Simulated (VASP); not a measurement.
# Te2Mo (P2_1/m) in VASP: single point with PBEsol

Aim: the single point of Te2Mo with PBEsol.

Everything below comes from runs of VASP 6.6.1. Logs are shortened: lines on timing, memory, paths and dates and some standing lists are left out, and cuts for length are marked.

## 1. The cell of the first run

The structure is monoclinic, space group P2_1/m (No. 11). Conventional cell: a = 6.311 Å, b = 3.412 Å, c = 14.669 Å, α = 90.00°, β = 92.48°, γ = 90.00°. Within 3.7 Å of Te (site symmetry m) lie 3 Mo at 2.68 to 2.70 Å and 6 Te at 3.41 to 3.68 Å. Te (site symmetry m) has 3 Mo at 2.80 to 2.81 Å and 8 Te at 3.41 to 3.68 Å within 3.7 Å. Te (site symmetry m) has 3 Mo at 2.68 to 2.70 Å and 6 Te at 3.41 to 3.68 Å within 3.7 Å. Te (site symmetry m) has 3 Mo at 2.80 to 2.81 Å and 8 Te at 3.41 to 3.68 Å within 3.7 Å. Mo (site symmetry m) has 6 Te at 2.68 to 2.81 Å and 4 Mo at 2.86 to 3.41 Å within 3.5 Å. Within 3.5 Å of Mo (site symmetry m) lie 6 Te at 2.68 to 2.81 Å and 4 Mo at 2.86 to 3.41 Å.

## 2. Single point, PBEsol (26.30 Å³/atom)

INCAR

```
SYSTEM = Te2Mo
ALGO = Fast
EDIFF = 1E-7
ENCUT = 520
GGA = PS
ISIF = 2
ISMEAR = 0
KPAR = 4
LASPH = .TRUE.
LCHARG = .FALSE.
LREAL = .FALSE.
LWAVE = .FALSE.
NBANDS = 64
NELM = 60
PREC = Accurate
SIGMA = 0.1
```

KPOINTS

```
k-points
0
G
  6 10 4
  0 0 0
```

POSCAR

```
Te2Mo
1.0
    6.3102711952      0.0000000000      0.0703845660
    0.0000000000      3.4124128901      0.0000000000
   -0.7976774595      0.0000000000     14.6473109867
Te Mo
8 4
Direct
    0.5636786299      0.7500000000      0.3595506271
    0.4363213701      0.2500000000      0.6404493729
    0.5793161307      0.2500000000      0.0999475728
    0.4206838693      0.7500000000      0.9000524272
    0.0910332526      0.7500000000      0.1405669761
    0.9089667474      0.2500000000      0.8594330239
    0.0587816573      0.2500000000      0.3999667145
    0.9412183427      0.7500000000      0.6000332855
    0.3194225238      0.7500000000      0.5063096693
    0.6805774762      0.2500000000      0.4936903307
    0.1817262873      0.2500000000      0.0065125129
    0.8182737127      0.7500000000      0.9934874871
```

Potentials or basis: VASP PAW PBE potentials, release 64 (Te, Mo_sv).

Started as:

```bash
$ cat potpaw_PBE.64/Te/POTCAR potpaw_PBE.64/Mo_sv/POTCAR > POTCAR
$ mpirun -np 4 vasp_std > vasp.out
```

OUTCAR:

```text
SYSTEM = Te2Mo
   EDIFF = 1E-7
   ENCUT = 520
   GGA = PS
   ISIF = 2
   ISMEAR = 0
   LASPH = .TRUE.
   LREAL = .FALSE.
   NELM = 60
   PREC = Accurate

 ion  position               nearest neighbor table
   1  0.564  0.750  0.360-  10 2.68  10 2.68   9 2.70   7 3.59   7 3.59
   2  0.436  0.250  0.640-   9 2.68   9 2.68  10 2.70   8 3.59   8 3.59
   3  0.579  0.250  0.100-  12 2.80  12 2.80  11 2.81   4 3.50   4 3.50   5 3.59   5 3.59   5 3.68
                             5 3.68
   4  0.421  0.750  0.900-  11 2.80  11 2.80  12 2.81   3 3.50   3 3.50   6 3.59   6 3.59   6 3.68
                             6 3.68
   5  0.091  0.750  0.141-  11 2.68  11 2.68  12 2.70   3 3.59   3 3.59   3 3.68   3 3.68
   6  0.909  0.250  0.859-  12 2.68  12 2.68  11 2.70   4 3.59   4 3.59   4 3.68   4 3.68
   7  0.059  0.250  0.400-   9 2.80   9 2.80  10 2.81   8 3.50   8 3.50   1 3.59   1 3.59
   8  0.941  0.750  0.600-  10 2.80  10 2.80   9 2.81   7 3.50   7 3.50   2 3.59   2 3.59
   9  0.319  0.750  0.506-   2 2.68   2 2.68   1 2.70   7 2.80   7 2.80   8 2.81  10 2.86  10 2.86

  10  0.681  0.250  0.494-   1 2.68   1 2.68   2 2.70   8 2.80   8 2.80   7 2.81   9 2.86   9 2.86

  11  0.182  0.250  0.007-   5 2.68   5 2.68   6 2.70   4 2.80   4 2.80   3 2.81  12 2.86  12 2.86

  12  0.818  0.750  0.993-   6 2.68   6 2.68   5 2.70   3 2.80   3 2.80   4 2.81  11 2.86  11 2.86

  LATTYP: Found a simple monoclinic cell.
 ALAT       =     6.3106637166
 B/A-ratio  =     0.5407375584
 C/A-ratio  =     2.3244805794
 COS(beta)  =    -0.0432382372

  Lattice vectors:

 A1 = (   6.3102711952,   0.0000000000,   0.0703845660)
 A2 = (   0.0000000000,   3.4124128901,   0.0000000000)
 A3 = (  -0.7976774595,   0.0000000000,  14.6473109867)

Analysis of symmetry for initial positions (statically):
=====================================================================
 Subroutine PRICEL returns:
 Original cell was already a primitive cell.

 Routine SETGRP: Setting up the symmetry group for a
 simple monoclinic supercell.

 Subroutine GETGRP returns: Found  4 space group operations
 (whereof  2 operations were pure point group operations)
 out of a pool of  4 trial point group operations.

The static configuration has the point symmetry S_2 .
 The point group associated with its full space group is C_2h.

Analysis of symmetry for dynamics (positions and initial velocities):
=====================================================================
 Subroutine PRICEL returns:
 Original cell was already a primitive cell.

 Routine SETGRP: Setting up the symmetry group for a
 simple monoclinic supercell.

 Subroutine GETGRP returns: Found  4 space group operations
 (whereof  2 operations were pure point group operations)
 out of a pool of  4 trial point group operations.

The dynamic configuration has the point symmetry S_2 .
 The point group associated with its full space group is C_2h.

 Subroutine INISYM returns: Found  4 space group operations
 (whereof  2 operations are pure point group operations),
 and found     1 'primitive' translations

----------------------------------------------------------------------------------------

                                     Primitive cell

  volume of cell :     315.5958

  direct lattice vectors                    reciprocal lattice vectors
     6.310271195  0.000000000  0.070384566     0.158375592  0.000000000  0.008624971
     0.000000000  3.412412890  0.000000000     0.000000000  0.293047774  0.000000000
    -0.797677460  0.000000000 14.647310987    -0.000761041  0.000000000  0.068230472

  length of vectors
     6.310663717  3.412412890 14.669015252     0.158610271  0.293047774  0.068234716

  position of ions in fractional coordinates (direct lattice)
     0.563678630  0.750000000  0.359550627
     0.436321370  0.250000000  0.640449373
     0.579316131  0.250000000  0.099947573
     0.420683869  0.750000000  0.900052427
     0.091033253  0.750000000  0.140566976
     0.908966747  0.250000000  0.859433024
     0.058781657  0.250000000  0.399966715
     0.941218343  0.750000000  0.600033285
     0.319422524  0.750000000  0.506309669
     0.680577476  0.250000000  0.493690331
     0.181726287  0.250000000  0.006512513
     0.818273713  0.750000000  0.993487487

  ion indices of the primitive-cell ions
   primitive index   ion index
                 1           1
                 2           2
                 3           3
                 4           4
                 5           5
                 6           6
                 7           7
                 8           8
                 9           9
                10          10
                11          11
                12          12

----------------------------------------------------------------------------------------

 KPOINTS: k-points

Automatic generation of k-mesh.
 Grid dimensions read from file:
 generate k-points for:    6   10    4

 Generating k-lattice:

  Cartesian coordinates                     Fractional coordinates (reciprocal lattice)
     0.026395932  0.000000000  0.001437495     0.166666667  0.000000000 -0.000000000
     0.000000000  0.029304777  0.000000000     0.000000000  0.100000000  0.000000000
    -0.000190260  0.000000000  0.017057618     0.000000000  0.000000000  0.250000000

  Length of vectors
     0.026435045  0.029304777  0.017058679

  Shift w.r.t. Gamma in fractional coordinates (k-lattice)
     0.000000000  0.000000000  0.000000000

 Subroutine IBZKPT returns following result:
 ===========================================

 Found     84 irreducible k-points:

 Following reciprocal coordinates:
            Coordinates               Weight
  0.000000  0.000000  0.000000      1.000000
  0.166667  0.000000  0.000000      2.000000
  0.333333  0.000000  0.000000      2.000000
  0.500000  0.000000  0.000000      1.000000
  0.000000  0.100000  0.000000      2.000000
  0.166667  0.100000  0.000000      4.000000
[... 16 lines left out ...]
  0.333333  0.500000  0.000000      2.000000
  0.500000  0.500000  0.000000      1.000000
 [... further k-points ...]
   k-points           NKPTS =     84   k-points in BZ     NKDIM =     84   number of bands    NBANDS=     64
   number of dos      NEDOS =    301   number of ions     NIONS =     12
   total plane-waves  NPLWV = 150528
   dimension x,y,z NGX =    48 NGY =   28 NGZ =  112
   dimension x,y,z NGXF=    96 NGYF=   56 NGZF=  224
   ions per type =               8   4
   NGX,Y,Z   is equivalent  to a cutoff of  12.64, 13.64, 12.69 a.u.
   NGXF,Y,Z  is equivalent  to a cutoff of  25.29, 27.28, 25.39 a.u.
 SYSTEM =  Te2Mo
   PREC   = accura    normal or accurate (medium, high low for compatibility)
   ISTART =      0    job   : 0-new  1-cont  2-samecut
   ICHARG =      2    charge: 1-file 2-atom 10-const
   ISPIN  =      1    spin polarized calculation?
   LNONCOLLINEAR =      F non collinear calculations
   LSORBIT =      F    spin-orbit coupling
   LASPH  =      T    aspherical Exc in radial PAW
   ENCUT  =  520.0 eV  38.22 Ry    6.18 a.u.  11.73  6.34 27.27*2*pi/ulx,y,z
   NELM   =     60;   NELMIN=  2; NELMDL= -5     # of ELM steps
   EDIFF  = 0.1E-06   stopping-criterion for ELM
   LREAL  =      F    real-space projection
   EDIFFG = 0.1E-05   stopping-criterion for IOM
   NSW    =      0    number of steps for IOM
   IBRION =     -1    ionic relax: 0-MD 1-quasi-New 2-CG
   NFREE  =      0    steps in history (QN), initial steepest desc. (CG)
   ISIF   =      2    stress and relaxation
   ISYM   =      2    0-nonsym 1-usesym 2-fastsym
   POTIM  = 0.5000    time-step for ionic-motion
   TEBEG  =    0.0;   TEEND  =   0.0 temperature during run
   PSTRESS=    0.0 pullay stress
   NELECT =     104.0000    total number of electrons
   NUPDOWN=      -1.0000    fix difference up-down
   EMIN   =  10.00;   EMAX   =-10.00  energy-range for DOS
   EFERMI =   0.00;   METHOD = LEGACY
   ISMEAR =     0;   SIGMA  =   0.10  broadening in eV -4-tet -1-fermi 0-gaus
   EFERMI_NEDOS =   21; number of points for ismear=-14 and -15
   IALGO  =     68    algorithm
   IMIX   =      4    mixing-type and parameters
     AMIX     =   0.40;   BMIX     =  1.00
     AMIX_MAG =   1.60;   BMIX_MAG =  1.00
  volume/ion in A,a.u.               =      26.30       177.48
  Fermi-wavevector in a.u.,A,eV,Ry     =   1.130773  2.136852 17.397065  1.278648
  Thomas-Fermi vector in A             =   2.267471
   LORBIT       =      0    0 simple, 1 ext, 2 COOP (PROOUT), +10 PAW based schemes
   GGA     = PS    functional components
   LHFCALC =     F    Hartree Fock is set to
   AEXX    =    0.0000 exact exchange contribution
   IVDW    =     0    specifies the selected vdW correction
   LEPSILON=     F    determine dielectric tensor
   LRPA    =     F    only Hartree local field effects (RPA)
 non-spin polarized calculation
 RMM-DIIS sequential band-by-band and
 Gauss-broadening in eV      SIGMA  =   0.10
  energy-cutoff  :      520.00
  volume of cell :      315.60
 maximum number of plane-waves:      8554
   NGX = 23   NGY = 13   NGZ = 55

 number of electron     103.9999995 magnetization

 Free energy of the ion-electron system (eV)
  ---------------------------------------------------
  ext. energy  EPLUGINS =         0.00000000
  ---------------------------------------------------
  free energy    TOTEN  =       -78.52988583 eV

  energy without entropy =      -78.51155492  energy(sigma->0) =      -78.52072038

 E-fermi :   7.5975     XC(G=0): -10.2299

 val. band max:        7.5928257987   @ k =   0.0000   0.1000   0.2500
 cond. band min:       7.6041858407   @ k =   0.1667   0.0000   0.5000
 fundamental gap:      0.0113600420
 Fermi energy:         7.5974934313

 k-point     1 :       0.0000    0.0000    0.0000
  band No.  band energies     occupation
      1     -53.3738      2.00000
      2     -53.3710      2.00000
      3     -53.3061      2.00000
      4     -53.3030      2.00000
      5     -27.6764      2.00000
      6     -27.6745      2.00000
[... 56 lines left out ...]
     63      10.6359      0.00000
     64      10.9578      0.00000

 k-point     2 :       0.1667    0.0000    0.0000
  band No.  band energies     occupation
      1     -53.3737      2.00000
      2     -53.3709      2.00000
      3     -53.3062      2.00000
      4     -53.3031      2.00000
      5     -27.6742      2.00000
      6     -27.6723      2.00000
[... 1530 lines left out ...]
     63       9.8390      0.00000
     64       9.8391      0.00000

 [... further k-points ...]
[... 5 lines left out ...]
  --------------------------------------------------------------------------------------
  -------------------------------------------------------------------------------------
  Total       -0.7019821     -1.0629026     -0.8335367      0.0000000      0.0000000      0.0190675
  in kB       -3.5637349     -5.3960108     -4.2315950      0.0000000      0.0000000      0.0967993
  external PRESSURE =      -4.3971135 kB  Pullay stress =       0.0000000 kB

 VOLUME and BASIS-vectors are now :
 -----------------------------------------------------------------------------
  energy-cutoff  :      520.00
  volume of cell :      315.60
      direct lattice vectors                 reciprocal lattice vectors
     6.310271195  0.000000000  0.070384566     0.158375592  0.000000000  0.008624971
     0.000000000  3.412412890  0.000000000     0.000000000  0.293047774  0.000000000
    -0.797677460  0.000000000 14.647310987    -0.000761041  0.000000000  0.068230472

 POSITION                                       TOTAL-FORCE (eV/Angst)
 -----------------------------------------------------------------------------------
      3.27016      2.55931      5.30612         0.001621      0.000000     -0.037672
      2.24243      0.85310      9.41157        -0.001621      0.000000      0.037672
      3.57592      0.85310      1.50474         0.000494      0.000000      0.018954
      1.93668      2.55931     13.21296        -0.000494     -0.000000     -0.018954
      0.46232      2.55931      2.06534        -0.000503     -0.000000      0.037524
      5.05028      0.85310     12.65236         0.000503      0.000000     -0.037524
      0.05188      0.85310      5.86257         0.004844     -0.000000     -0.017129
      5.46071      2.55931      8.85512        -0.004844      0.000000      0.017129
      1.61177      2.55931      7.43856        -0.006600      0.000000     -0.005475
      3.90082      0.85310      7.27914         0.006600      0.000000      0.005475
      1.14155      0.85310      0.10818         0.007537      0.000000     -0.007069
      4.37105      2.55931     14.60951        -0.007537      0.000000      0.007069
 -----------------------------------------------------------------------------------
    total drift:                                0.000000     -0.000000     -0.000000

  FREE ENERGIE OF THE ION-ELECTRON SYSTEM (eV)
  ---------------------------------------------------
  free  energy   TOTEN  =       -78.5298858350 eV

  energy  without entropy=      -78.5115549218  energy(sigma->0) =      -78.52072038
```

It took 19 min on 4 MPI ranks of Oxide Virtual Turin-like, shared host; peak memory 1.2 GiB.

Results:

* Free energy: -78.5299 eV
* Pressure: -0.4 GPa
* Largest force: 0.038 eV/Å
* Band gap on the k mesh: zero (bands 52 and 53 overlap by 0.38 eV)

Forces on the atoms (eV/Å):
```
Te   0.002  0.000 -0.038
Te  -0.002  0.000  0.038
Te   0.000  0.000  0.019
Te   0.000  0.000 -0.019
Te  -0.001  0.000  0.038
Te   0.001  0.000 -0.038
Te   0.005  0.000 -0.017
Te  -0.005  0.000  0.017
Mo  -0.007  0.000 -0.005
Mo   0.007  0.000  0.005
Mo   0.008  0.000 -0.007
Mo  -0.008  0.000  0.007
```

Stress tensor (GPa, compression positive):
```
-0.36  0.00  0.01
 0.00 -0.54  0.00
 0.01  0.00 -0.42
```

Caveat: the PAW data sets were made with another functional, which shifts forces and pressure a little; spin-orbit coupling is left out, which moves the levels of the heavy elements; this functional lacks dispersion, which binds layers or chains, so the pressure and a relaxed spacing across them are unreliable.
